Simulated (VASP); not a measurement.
## Zr: single point with LDA

Zr:

```
Zr
1.0
     3.14397    0.00000    0.00000
    -1.57198    2.72275    0.00000
     0.00000    0.00000    5.08946
Zr
2
Direct
  0.33333 0.66667 0.25000
  0.66667 0.33333 0.75000
```

| Property | Result |
| --- | --- |
| Program | VASP 6.6.1 |
| Task | single point |
| Functional | LDA |
| Potentials or basis | VASP PAW LDA potentials, release 64 (Zr_sv) |
| Cutoff | 520 eV |
| k mesh | 6 × 6 × 3 |
| Occupations | fermi-dirac, width 0.1 eV |
| Spin | no spin polarisation |
| Dipole correction | no |
| Further INCAR settings | ALGO = Normal; EDIFF = 1e-06; NBANDS = 19 |

```json
{
 "Pressure": "0.4 GPa",
 "Band gap on the k mesh": "zero (band 12 reaches 10.43 eV, above the bottom of band 13 at 9.51 eV)"
}
```

Stress tensor (GPa, compression positive):
```
 0.59  0.00  0.00
 0.00  0.59  0.00
 0.00  0.00 -0.01
```

Levels at points of the mesh, in eV from the Fermi level:
```
           k point  band 10  band 11  band 12  band 13  band 14  band 15
(0.00, 0.00, 0.00)    -3.17     0.91     0.92     0.92     1.44     1.64
(0.50, 0.00, 0.00)    -2.55    -2.32     0.10     0.63     0.80     1.53
```

It took 17 s on 1 thread of AMD EPYC 7R13 Processor (Zen 3) (shared host), peak memory 0.11 GiB.

Caveat: the k points lie up to 0.41 Å⁻¹ apart.
